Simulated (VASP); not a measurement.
NiO:

```xyz
2
Lattice="0.0000 2.3283 2.3283 2.3283 0.0000 2.3283 2.3283 2.3283 0.0000" Properties=species:S:1:pos:R:3 pbc="T T T"
Ni    0.0000    0.0000    0.0000
O     1.1642    1.1642    1.1642
```

Base run:

- Program: VASP 6.6.1
- Functional: PBE
- Potentials or basis: VASP PAW PBE potentials, release 64 (Ni, O)
- Cutoff: 520 eV
- k mesh: 10 × 10 × 10
- Occupations: fermi-dirac, width 0.05 eV
- Spin: collinear spin, ferromagnetic start
- Starting moments: [1.0, 0.0] μB

Its results: band gap on the k mesh zero (filled and empty bands overlap); pressure -12.9 GPa; net moment 1.99 μB per cell; site moments Ni +1.55; O +0.38 μB.

Q: The run is repeated on the same cell with these changes: potentials or basis from VASP PAW PBE potentials, release 64 (Ni, O) to VASP PAW PBE potentials, release 64 (Ni_sv_GW, O); cutoff from 520 eV to 600 eV; further incar settings from ALGO = Normal; EDIFF = 1e-06; NBANDS = 19 to ALGO = Normal; EDIFF = 1e-06; NBANDS = 23; valence electrons from 16 to 24. What comes out?

A: Band gap on the k mesh zero (filled and empty bands overlap); pressure -14.8 GPa; net moment 2.00 μB per cell; site moments Ni +1.57; O +0.37 μB.

Caveats: a cell with one magnetic atom can't hold antiferromagnetic order, which such compounds often take; semilocal functionals often make such compounds metallic where correlation or magnetic order opens a gap, which also shifts bond lengths.
